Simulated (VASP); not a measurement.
YZr2O2: single point with PBE

YZr2O2:

```
CELL_PARAMETERS angstrom
3.29657 0.00000 0.00000
-1.64828 2.85491 0.00000
0.00000 0.00000 8.14874
ATOMIC_POSITIONS crystal
Y 0.00000 0.00000 0.00000
Zr 0.33333 0.66667 0.34207
Zr 0.66667 0.33333 0.65793
O 0.33333 0.66667 0.83407
O 0.66667 0.33333 0.16593
```

The cell was generated, and may not be a known phase.

```yaml
Program: VASP 6.6.1
Task: single point
Functional: PBE
Potentials_or_basis: VASP PAW PBE potentials, release 64 (Y_sv, Zr_sv, O)
Cutoff: 520 eV
k_mesh: 6 × 6 × 2
Occupations: gaussian, width 0.1 eV
Spin: collinear spin
Starting_moments: "[0.0, 1.0, 1.0, 0.0, 0.0] μB"
```

```json
{
  "Pressure": "0.1 GPa",
  "Largest force": "0.120 eV/Å",
  "Net moment": "0.00 μB per cell",
  "Valence electrons inside the program's atomic spheres": "Y 10.05; Zr 9.77; O 5.02"
}
```

Forces in eV/Å, atoms in the order of the input:
```
Y    0.000  0.000  0.000
Zr   0.000  0.000  0.120
Zr   0.000  0.000 -0.120
O    0.000  0.000  0.018
O    0.000  0.000 -0.018
```

Levels at points of the mesh, in eV from the Fermi level:
Spin up:
```tsv
k point	band 21	band 22	band 23	band 24	band 25	band 26
(0.00, 0.00, 0.00)	-3.06	-1.09	0.41	0.53	0.53	1.34
(0.50, 0.00, 0.00)	-2.55	-1.24	-1.10	0.65	0.85	1.92
(0.00, 0.00, 0.50)	-2.41	-1.47	0.44	0.71	0.77	0.77
(0.50, 0.00, 0.50)	-2.22	-1.52	-1.17	-0.17	1.71	1.84
```
Spin down:
```csv
k point,band 19,band 20,band 21,band 22,band 23,band 24,band 25,band 26,band 27,band 28
"(0.00, 0.00, 0.00)",-5.52,-5.52,-3.06,-1.09,0.41,0.53,0.53,1.34,1.34,1.42
"(0.50, 0.00, 0.00)",-5.88,-5.65,-2.55,-1.24,-1.10,0.65,0.85,1.92,2.80,3.11
"(0.00, 0.00, 0.50)",-5.50,-5.50,-2.41,-1.47,0.44,0.71,0.77,0.77,0.98,0.98
"(0.50, 0.00, 0.50)",-5.93,-5.62,-2.22,-1.52,-1.17,-0.17,1.71,1.84,3.15,3.57
```

Run time: 67 s on 1 thread of AMD EPYC 9R45 96-Core Processor (Zen 5), with other jobs on the host, peak memory 0.26 GiB.

Caveat: the k points lie up to 0.39 Å⁻¹ apart.
